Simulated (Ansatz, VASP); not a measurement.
**Y in VASP and in Ansatz**

```
CELL_PARAMETERS angstrom
0.00000 2.60925 2.48500
2.60925 0.00000 2.48500
2.60925 2.60925 0.00000
ATOMIC_POSITIONS crystal
Y 0.00000 0.00000 0.00000
```

Change from the starting cell: strain +0.050 along x and y, +0.000 along z, atoms carried along.

Alike in both runs: task single point; functional PBEsol; k mesh 16 × 16 × 16; occupations gaussian, width 0.15 eV; no spin polarisation.

|  | VASP | Ansatz |
| --- | --- | --- |
| version | VASP 6.6.1 | Ansatz 0.2.0 |
| potentials or method | VASP PAW PBE potentials, release 64 (Y_sv), cutoff 520 eV | scalar-relativistic, plane waves, PAW |
| valence electrons in the cell | 11 | 11 |

|  | VASP | Ansatz | Ansatz less VASP |
| --- | --- | --- | --- |
| gap on the k mesh at the Fermi level (eV) | none | none | - |
| pressure (GPa) | -3.4 | -3.3 | +0.09 |
| traceless stress, the component that is largest in VASP (GPa) | 0.81 | 0.80 | -0.007 |

VASP's potentials were made for PBE, not for PBEsol. A gap of «none» marks a metal or a gap that the smearing closes. With one functional, cell and mesh, what is left measures potentials, basis and numerics.
